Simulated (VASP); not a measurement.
AlO2:

```
Al O
1.0
     1.48816   -5.40283    0.00000
     1.48816    5.40283    0.00000
     0.00000    0.00000    3.64661
Al O
2 4
Direct
  0.66813 0.33187 0.75000
  0.33187 0.66813 0.25000
  0.06107 0.93893 0.75000
  0.93893 0.06107 0.25000
  0.29418 0.70582 0.75000
  0.70582 0.29418 0.25000
```

Base run:

| Quantity | Value |
| --- | --- |
| Program | VASP 6.6.1 |
| Functional | revPBE |
| Potentials or basis | VASP PAW PBE potentials, release 64 (Al, O) |
| Cutoff | 520 eV |
| k mesh | 9 × 9 × 7 |
| Occupations | fermi-dirac, width 0.05 eV |
| Spin | no spin polarisation |

Its results: band gap on the k mesh zero (bands 15 and 16 overlap by 0.40 eV); pressure 1.9 GPa; largest force 0.752 eV/Å.

**Question.** The run is repeated on the same cell with these changes: functional from revPBE to PBEsol; k mesh from 9 × 9 × 7 to 8 × 8 × 6. What comes out?

**Answer.** Band gap on the k mesh zero (bands 15 and 16 overlap by 0.57 eV); pressure -5.9 GPa; largest force 0.706 eV/Å.

Several settings changed at once.

Caveats: the PAW data sets were made with another functional, which shifts forces and pressure a little; the cell stands under tension (at least some runs).
